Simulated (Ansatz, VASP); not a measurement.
# Hg in VASP and in Ansatz

INCAR

```
SYSTEM = Hg
PREC = Accurate ; ENCUT = 520
EDIFF = 1E-7 ; ISMEAR = -1
SIGMA = 0.05 ; LREAL = .FALSE.
LASPH = .TRUE. ; NELM = 80
ALGO = Fast ; ISIF = 2
LWAVE = .FALSE. ; LCHARG = .TRUE.
GGA = PE ; LELF = .TRUE.
LVHAR = .TRUE. ; NBANDS = 19
```

KPOINTS

```
Automatic mesh
0
G
  9 5 9
  0 0 0
```

POSCAR

```
Hg
1.0
    3.4359083415      0.0000000000      0.0000000000
    0.0000000000      5.5355462619      0.0000000000
   -1.7111124403      0.0000000000      3.0441535673
Hg
2
Direct
    0.3484403100      0.7500000000      0.1957718400
    0.6515596900      0.2500000000      0.8042281600
```

Contents of input.yaml:

```yaml
crystal:
  lattice:
    - [3.4359083415, 0.0, 0.0]
    - [0.0, 5.5355462619, 0.0]
    - [-1.7111124403, 0.0, 3.0441535673]
  atoms:
    - { symbol: Hg, position: [0.34844031, 0.75, 0.19577184] }
    - { symbol: Hg, position: [0.65155969, 0.25, 0.80422816] }
hamiltonian:
  xc: pbe
  pseudopotentials: { kind: paw }
kpoints:
  mp_grid: { grid: [9, 5, 9] }
scf:
  occupations: { method: fermi_dirac, width: 0.05 }
output:
  forces: true
  stress: true
  eigenvalues: true
```

Alike in both runs: task single point; functional PBE; k mesh 9 × 5 × 9; occupations fermi-dirac, width 0.05 eV; no spin polarisation.

```csv
,VASP,Ansatz
version,VASP 6.6.1,Ansatz 0.2.0
potentials or method,"VASP PAW PBE potentials, release 64 (Hg)",Ansatz PAW
plane-wave cutoff (eV),520,420
valence electrons in the cell,24,40
```

```tsv
	VASP	Ansatz	Ansatz less VASP
gap on the k mesh at the Fermi level (eV)	none	none	-
pressure (GPa)	0.8	0.7	-0.09
traceless stress, the component that is largest in VASP (GPa)	-0.11	-0.11	+0.002
rms of the force components (eV/Å)	0.007	0.006	-0.0011
```

Atom by atom the forces differ by 0.001 eV/Å (rms over components). A gap of «none» marks a metal or a gap that the smearing closes. VASP's potentials hold 24 valence electrons a cell and Ansatz's 40, so a difference there can come from the potentials and not from the codes.

Spin-orbit coupling is off throughout.
